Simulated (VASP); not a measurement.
# CuO (Cccm) in VASP: a series of runs

The runs below take CuO through single point, with PBE.

Everything below comes from runs of VASP 6.6.1. Logs are shortened: lines on timing, memory, paths and dates and some standing lists are left out, and cuts for length are marked.

## (1) The cell of the first run

It takes space group Cccm (No. 66, orthorhombic). The conventional cell has a = 4.164 Å, b = 4.176 Å, c = 5.151 Å, α = 90.00°, β = 90.00°, γ = 90.00°. Cu (site symmetry 2/m) has 4 O at 1.96 Å within 2.6 Å. O (site symmetry 222) has 4 Cu at 1.96 Å and 2 O at 2.58 Å within 2.6 Å.

## (2) Single point, PBE

Input file INCAR:

```
PREC = Accurate
ENCUT = 520
EDIFF = 1E-6
ISMEAR = 0
SIGMA = 0.1
LREAL = F
LASPH = T
NELM = 100
ALGO = Normal
ISIF = 2
LWAVE = F
LCHARG = T
GGA = PE
LELF = T
LVHAR = T
NBANDS = 25
```

Input file KPOINTS:

```
regular mesh
0
Gamma
  12 12 7
```

Input file POSCAR:

```
CuO
1.0
    2.9487032640      0.0000000000      0.0000000000
   -0.0081921837      2.9486918841      0.0000000000
    0.0000000000      0.0000000000      5.1512621168
Cu O
2 2
Direct
    0.0000000000      0.5000000000      0.0000000000
    0.5000000000      0.0000000000      0.5000000000
    0.5000000000      0.5000000000      0.2500000000
    0.5000000000      0.5000000000      0.7500000000
```

Potentials or basis: VASP PAW PBE potentials, release 64 (Cu, O).

The run is started by

```bash
cat potpaw_PBE.64/Cu/POTCAR potpaw_PBE.64/O/POTCAR > POTCAR
mpirun -np 1 vasp_std > vasp.out
```

OUTCAR:

```text
PREC = Accurate
   ENCUT = 520
   EDIFF = 1E-6
   ISMEAR = 0
   LREAL = F
   LASPH = T
   NELM = 100
   ISIF = 2
   GGA = PE

 ion  position               nearest neighbor table
   1  0.000  0.500  0.000-   3 1.96   4 1.96   3 1.96   4 1.96
   2  0.500  0.000  0.500-   3 1.96   4 1.96   3 1.96   4 1.96
   3  0.500  0.500  0.250-   1 1.96   1 1.96   2 1.96   2 1.96
   4  0.500  0.500  0.750-   1 1.96   1 1.96   2 1.96   2 1.96

  LATTYP: Found a base centered orthorhombic cell.
 ALAT       =     4.1642993697
 B/A-ratio  =     1.0027821027
 C/A-ratio  =     1.2370057144

  Lattice vectors:

 A1 = (   2.9487032640,   0.0000000000,   0.0000000000)
 A2 = (  -0.0081921837,   2.9486918841,   0.0000000000)
 A3 = (   0.0000000000,   0.0000000000,   5.1512621168)

Analysis of symmetry for initial positions (statically):
=====================================================================
 Subroutine PRICEL returns:
 Original cell was already a primitive cell.

 Routine SETGRP: Setting up the symmetry group for a
 base centered orthorhombic supercell.

 Subroutine GETGRP returns: Found  8 space group operations
 (whereof  4 operations were pure point group operations)
 out of a pool of  8 trial point group operations.

The static configuration has the point symmetry C_2h.
 The point group associated with its full space group is D_2h.

Analysis of symmetry for dynamics (positions and initial velocities):
=====================================================================
 Subroutine PRICEL returns:
 Original cell was already a primitive cell.

 Routine SETGRP: Setting up the symmetry group for a
 base centered orthorhombic supercell.

 Subroutine GETGRP returns: Found  8 space group operations
 (whereof  4 operations were pure point group operations)
 out of a pool of  8 trial point group operations.

The dynamic configuration has the point symmetry C_2h.
 The point group associated with its full space group is D_2h.

 Subroutine INISYM returns: Found  8 space group operations
 (whereof  4 operations are pure point group operations),
 and found     1 'primitive' translations

----------------------------------------------------------------------------------------

                                     Primitive cell

[... 90 lines left out ...]
   LSORBIT =      F    spin-orbit coupling
   LASPH  =      T    aspherical Exc in radial PAW
   ENCUT  =  520.0 eV  38.22 Ry    6.18 a.u.   5.48  5.48  9.58*2*pi/ulx,y,z
   NELM   =    100;   NELMIN=  2; NELMDL= -5     # of ELM steps
   EDIFF  = 0.1E-05   stopping-criterion for ELM
   LREAL  =      F    real-space projection
   EDIFFG = 0.1E-04   stopping-criterion for IOM
   NSW    =      0    number of steps for IOM
   IBRION =     -1    ionic relax: 0-MD 1-quasi-New 2-CG
   NFREE  =      0    steps in history (QN), initial steepest desc. (CG)
   ISIF   =      2    stress and relaxation
   ISYM   =      2    0-nonsym 1-usesym 2-fastsym
   POTIM  = 0.5000    time-step for ionic-motion
   TEBEG  =    0.0;   TEEND  =   0.0 temperature during run
   PSTRESS=    0.0 pullay stress
   NELECT =      34.0000    total number of electrons
   NUPDOWN=      -1.0000    fix difference up-down
   EMIN   =  10.00;   EMAX   =-10.00  energy-range for DOS
   EFERMI =   0.00;   METHOD = LEGACY
   ISMEAR =     0;   SIGMA  =   0.10  broadening in eV -4-tet -1-fermi 0-gaus
   EFERMI_NEDOS =   21; number of points for ismear=-14 and -15
   IALGO  =     38    algorithm
   IMIX   =      4    mixing-type and parameters
     AMIX     =   0.40;   BMIX     =  1.00
     AMIX_MAG =   1.60;   BMIX_MAG =  1.00
  volume/ion in A,a.u.               =      11.20        75.56
  Fermi-wavevector in a.u.,A,eV,Ry     =   1.493401  2.822119 30.344346  2.230246
  Thomas-Fermi vector in A             =   2.605806
   LORBIT       =      0    0 simple, 1 ext, 2 COOP (PROOUT), +10 PAW based schemes
   GGA     = PE    functional components
   LHFCALC =     F    Hartree Fock is set to
   AEXX    =    0.0000 exact exchange contribution
   IVDW    =     0    specifies the selected vdW correction
   LEPSILON=     F    determine dielectric tensor
   LRPA    =     F    only Hartree local field effects (RPA)
 non-spin polarized calculation
 Gauss-broadening in eV      SIGMA  =   0.10
  energy-cutoff  :      520.00
  volume of cell :       44.79
 maximum number of plane-waves:      1227
 NGX is ok and might be reduce to    24
   NGX = 11   NGY = 11   NGZ = 19

 number of electron      34.0000018 magnetization

 Free energy of the ion-electron system (eV)
  ---------------------------------------------------
  ext. energy  EPLUGINS =         0.00000000
  ---------------------------------------------------
  free energy    TOTEN  =       -19.73817887 eV

  energy without entropy =      -19.72785064  energy(sigma->0) =      -19.73301476

 E-fermi :   4.7756     XC(G=0): -11.2570

 val. band max:        4.7727754778   @ k =   0.5000   0.0833   0.0000
 cond. band min:       4.7775005195   @ k =   0.1667   0.1667   0.0000
 fundamental gap:      0.0047250418
 Fermi energy:         4.7755635158

 k-point     1 :       0.0000    0.0000    0.0000
  band No.  band energies     occupation
      1     -14.9482      2.00000
      2     -13.6548      2.00000
      3      -3.2345      2.00000
      4      -0.6008      2.00000
      5      -0.5951      2.00000
      6       1.0887      2.00000
[... 661 lines left out ...]
     24      17.7235      0.00000
     25      18.3268      0.00000

 [... further k-points ...]

------------------------ aborting loop because EDIFF is reached ----------------------------------------

  FORCE on cell =-STRESS in cart. coord.  units (eV):
  Direction    XX          YY          ZZ          XY          YZ          ZX
  --------------------------------------------------------------------------------------
  -------------------------------------------------------------------------------------
  Total        0.1531284      0.1531575      0.2570201      0.0052370      0.0000000      0.0000000
  in kB        5.4776239      5.4786648      9.1939797      0.1873339      0.0000000      0.0000000
  external PRESSURE =       6.7167561 kB  Pullay stress =       0.0000000 kB

 VOLUME and BASIS-vectors are now :
 -----------------------------------------------------------------------------
  energy-cutoff  :      520.00
  volume of cell :       44.79
      direct lattice vectors                 reciprocal lattice vectors
     2.948703264  0.000000000  0.000000000     0.339132124  0.000942192  0.000000000
    -0.008192184  2.948691884  0.000000000     0.000000000  0.339133432  0.000000000
     0.000000000  0.000000000  5.151262117     0.000000000  0.000000000  0.194127182

 POSITION                                       TOTAL-FORCE (eV/Angst)
 -----------------------------------------------------------------------------------
     -0.00410      1.47435      0.00000         0.000000      0.000000      0.000000
      1.47435      0.00000      2.57563         0.000000      0.000000      0.000000
      1.47026      1.47435      1.28782        -0.000000     -0.000000     -0.000000
      1.47026      1.47435      3.86345         0.000000      0.000000      0.000000
 -----------------------------------------------------------------------------------
    total drift:                                0.000000      0.000000     -0.000000

  FREE ENERGIE OF THE ION-ELECTRON SYSTEM (eV)
  ---------------------------------------------------
  free  energy   TOTEN  =       -19.7381788737 eV

  energy  without entropy=      -19.7278506409  energy(sigma->0) =      -19.73301476
```

It took 4.8 min on 1 thread of AMD EPYC 7R43 (Zen 3), shared host; peak memory 0.24 GiB.

What came out:

```
Free energy            : -19.7382 eV
Pressure               : 0.7 GPa
Band gap on the k mesh : zero (band 17 reaches 5.43 eV, above the bottom of band 18 at 4.44 eV)
```

Caveat: semilocal functionals often make such compounds metallic where correlation or magnetic order opens a gap, which also shifts bond lengths. With open d or f shells a metallic result of PBE can be an artefact of self-interaction; +U or a hybrid may open a gap.

## (3) Single point, PBE

Input file INCAR:

```
ALGO = Normal
EDIFF = 1E-7
ENCUT = 520
GGA = PE
ISIF = 2
ISMEAR = 0
LASPH = True
LCHARG = True
LELF = True
LREAL = False
LVHAR = True
LWAVE = False
NBANDS = 25
NELM = 80
PREC = Accurate
SIGMA = 0.15
```

Input file KPOINTS:

```
k-points
0
Gamma
  16 16 10
```

Input file POSCAR:

```
CuO
1.0
    2.0821496890     -2.0879424390      0.0000000000
    2.0821496890      2.0879424390      0.0000000000
    0.0000000000      0.0000000000      5.1512621043
Cu O
2 2
Direct
    0.0000000000      0.5000000000      0.0000000000
    0.5000000000      0.0000000000      0.5000000000
    0.5000000000      0.5000000000      0.2500000000
    0.5000000000      0.5000000000      0.7500000000
```

Potentials or basis: VASP PAW PBE potentials, release 64 (Cu, O).

The run is started by

```bash
cat potpaw_PBE.64/Cu/POTCAR potpaw_PBE.64/O/POTCAR > POTCAR
mpirun -np 1 vasp_std > vasp.out
```

OUTCAR:

```text
EDIFF = 1E-7
   ENCUT = 520
   GGA = PE
   ISIF = 2
   ISMEAR = 0
   LASPH = True
   LREAL = False
   NELM = 80
   PREC = Accurate

 ion  position               nearest neighbor table
   1  0.000  0.500  0.000-   3 1.96   4 1.96   3 1.96   4 1.96
   2  0.500  0.000  0.500-   3 1.96   4 1.96   3 1.96   4 1.96
   3  0.500  0.500  0.250-   1 1.96   2 1.96   2 1.96   1 1.96
   4  0.500  0.500  0.750-   1 1.96   2 1.96   2 1.96   1 1.96

  LATTYP: Found a base centered orthorhombic cell.
 ALAT       =     4.1642993780
 B/A-ratio  =     1.0027821006
 C/A-ratio  =     1.2370057089

  Lattice vectors:

 A1 = (   2.0821496890,  -2.0879424390,   0.0000000000)
 A2 = (   2.0821496890,   2.0879424390,   0.0000000000)
 A3 = (   0.0000000000,   0.0000000000,   5.1512621043)

Analysis of symmetry for initial positions (statically):
=====================================================================
 Subroutine PRICEL returns:
 Original cell was already a primitive cell.

 Routine SETGRP: Setting up the symmetry group for a
 base centered orthorhombic supercell.

 Subroutine GETGRP returns: Found  8 space group operations
 (whereof  4 operations were pure point group operations)
 out of a pool of  8 trial point group operations.

The static configuration has the point symmetry C_2h.
 The point group associated with its full space group is D_2h.

Analysis of symmetry for dynamics (positions and initial velocities):
=====================================================================
 Subroutine PRICEL returns:
 Original cell was already a primitive cell.

 Routine SETGRP: Setting up the symmetry group for a
 base centered orthorhombic supercell.

 Subroutine GETGRP returns: Found  8 space group operations
 (whereof  4 operations were pure point group operations)
 out of a pool of  8 trial point group operations.

[... 121 lines left out ...]
   EFERMI_NEDOS =   21; number of points for ismear=-14 and -15
   IALGO  =     38    algorithm
   IMIX   =      4    mixing-type and parameters
     AMIX     =   0.40;   BMIX     =  1.00
     AMIX_MAG =   1.60;   BMIX_MAG =  1.00
  volume/ion in A,a.u.               =      11.20        75.56
  Fermi-wavevector in a.u.,A,eV,Ry     =   1.493401  2.822119 30.344346  2.230246
  Thomas-Fermi vector in A             =   2.605806
   LORBIT       =      0    0 simple, 1 ext, 2 COOP (PROOUT), +10 PAW based schemes
   GGA     = PE    functional components
   LHFCALC =     F    Hartree Fock is set to
   AEXX    =    0.0000 exact exchange contribution
   IVDW    =     0    specifies the selected vdW correction
   LEPSILON=     F    determine dielectric tensor
   LRPA    =     F    only Hartree local field effects (RPA)
 non-spin polarized calculation
 Gauss-broadening in eV      SIGMA  =   0.15
  energy-cutoff  :      520.00
  volume of cell :       44.79
 maximum number of plane-waves:      1236
 NGX is ok and might be reduce to    24
   NGX = 11   NGY = 11   NGZ = 19

 number of electron      34.0000018 magnetization

 Free energy of the ion-electron system (eV)
  ---------------------------------------------------
  ext. energy  EPLUGINS =         0.00000000
  ---------------------------------------------------
  free energy    TOTEN  =       -19.74410167 eV

  energy without entropy =      -19.71939745  energy(sigma->0) =      -19.73174956

 E-fermi :   4.7743     XC(G=0): -11.2570

 val. band max:        4.7695799508   @ k =  -0.3750   0.1875   0.5000
 cond. band min:       4.7753670075   @ k =   0.3750   0.0625   0.1000
 fundamental gap:      0.0057870567
 Fermi energy:         4.7743258789

 k-point     1 :       0.0000    0.0000    0.0000
  band No.  band energies     occupation
      1     -14.9474      2.00000
      2     -13.6538      2.00000
      3      -3.2353      2.00000
      4      -0.6009      2.00000
      5      -0.5953      2.00000
      6       1.0873      2.00000
[... 661 lines left out ...]
     24      19.3469      0.00000
     25      19.5269      0.00000

 [... further k-points ...]

------------------------ aborting loop because EDIFF is reached ----------------------------------------

  FORCE on cell =-STRESS in cart. coord.  units (eV):
  Direction    XX          YY          ZZ          XY          YZ          ZX
  --------------------------------------------------------------------------------------
  -------------------------------------------------------------------------------------
  Total        0.1508574      0.1403758      0.2651207      0.0000000      0.0000000      0.0000000
  in kB        5.3963867      5.0214458      9.4837495      0.0000000      0.0000000      0.0000000
  external PRESSURE =       6.6338607 kB  Pullay stress =       0.0000000 kB

 VOLUME and BASIS-vectors are now :
 -----------------------------------------------------------------------------
  energy-cutoff  :      520.00
  volume of cell :       44.79
      direct lattice vectors                 reciprocal lattice vectors
     2.082149689 -2.087942439  0.000000000     0.240136433 -0.239470203  0.000000000
     2.082149689  2.087942439  0.000000000     0.240136433  0.239470203  0.000000000
     0.000000000  0.000000000  5.151262104     0.000000000  0.000000000  0.194127183

 POSITION                                       TOTAL-FORCE (eV/Angst)
 -----------------------------------------------------------------------------------
      1.04107      1.04397      0.00000        -0.000000      0.000000      0.000000
      1.04107     -1.04397      2.57563         0.000000      0.000000      0.000000
      2.08215      0.00000      1.28782        -0.000000     -0.000000      0.000000
      2.08215      0.00000      3.86345        -0.000000      0.000000      0.000000
 -----------------------------------------------------------------------------------
    total drift:                                0.000000     -0.000000     -0.000000

  FREE ENERGIE OF THE ION-ELECTRON SYSTEM (eV)
  ---------------------------------------------------
  free  energy   TOTEN  =       -19.7441016739 eV

  energy  without entropy=      -19.7193974455  energy(sigma->0) =      -19.73174956
```

Run time: 6.7 min. Hardware: 1 thread of Intel Xeon Platinum 8259CL at 2.50GHz (Skylake/Cascade Lake), shared host; peak memory 0.48 GiB.

What came out:

* Free energy: -19.7441 eV
* Pressure: 0.7 GPa
* Band gap on the k mesh: zero (band 17 reaches 5.43 eV, above the bottom of band 18 at 4.25 eV)

Levels at points of the mesh, in eV from the Fermi level:
| k point | band 14 | band 15 | band 16 | band 17 | band 18 | band 19 | band 20 | band 21 |
| --- | --- | --- | --- | --- | --- | --- | --- | --- |
| (0.00, 0.00, 0.00) | -2.37 | -2.28 | -1.90 | 0.66 | 0.66 | 1.38 | 6.08 | 7.25 |
| (0.50, 0.00, 0.00) | -1.88 | -1.58 | -1.50 | 0.20 | 0.46 | 3.74 | 5.82 | 6.41 |
| (0.50, 0.50, 0.00) | -2.35 | -1.62 | -1.21 | -1.21 | 1.10 | 2.16 | 7.20 | 9.75 |
| (0.00, 0.00, 0.50) | -2.26 | -1.55 | -1.55 | 0.10 | 0.10 | 3.44 | 3.44 | 11.60 |
| (0.50, 0.00, 0.50) | -2.34 | -2.02 | -1.83 | -0.19 | 0.66 | 4.33 | 5.84 | 8.25 |
| (0.50, 0.50, 0.50) | -1.89 | -1.43 | -1.43 | -0.53 | -0.53 | 4.01 | 4.01 | 10.36 |

Caveat: semilocal functionals often make such compounds metallic where correlation or magnetic order opens a gap, which also shifts bond lengths. With open d or f shells a metallic result of PBE can be an artefact of self-interaction; +U or a hybrid may open a gap.
